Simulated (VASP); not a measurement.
HgTe (rocksalt type):

```
Hg Te
1.0
     0.00000    2.97835    2.97835
     2.97835    0.00000    2.97835
     2.97835    2.97835    0.00000
Hg Te
1 1
Direct
  0.00000 0.00000 0.00000
  0.50000 0.50000 0.50000
```

| Quantity | Value |
| --- | --- |
| Program | VASP 6.6.1 |
| Task | relaxation of cell and atoms |
| Functional | PBE |
| Potentials or basis | VASP PAW PBE potentials, release 64 (Hg, Te) |
| Cutoff | 600 eV |
| k mesh | 12 × 12 × 12 |
| Occupations | fermi-dirac, width 0.05 eV |
| Spin | no spin polarisation |

At the start: pressure 5.7 GPa; volume 26.42 Å³/atom.

Where does the relaxation end?

Over 5 steps the energy falls by 42.5 meV/atom and the volume is 29.05 Å³/atom (+10.0 %); space group Fm-3m (No. 225, to 0.1 Å) before and after.

Step by step:
```
step  energy change (eV)  largest force (eV/Å)  pressure (GPa)  volume (Å³)
   1              0.0000                0.0000            5.72        52.84
   2             -0.0731                0.0000           -1.60        60.38
   3             -0.0850                0.0000            0.03        58.09
   4             -0.0850                0.0000           -0.06        58.19
   5             -0.0850                0.0000            0.00        58.11
```

Final structure:
```
Hg Te
1.0
     0.00000    3.07418    3.07418
     3.07418    0.00000    3.07418
     3.07418    3.07418    0.00000
Hg Te
1 1
Direct
  0.00000 0.00000 0.00000
  0.50000 0.50000 0.50000
```
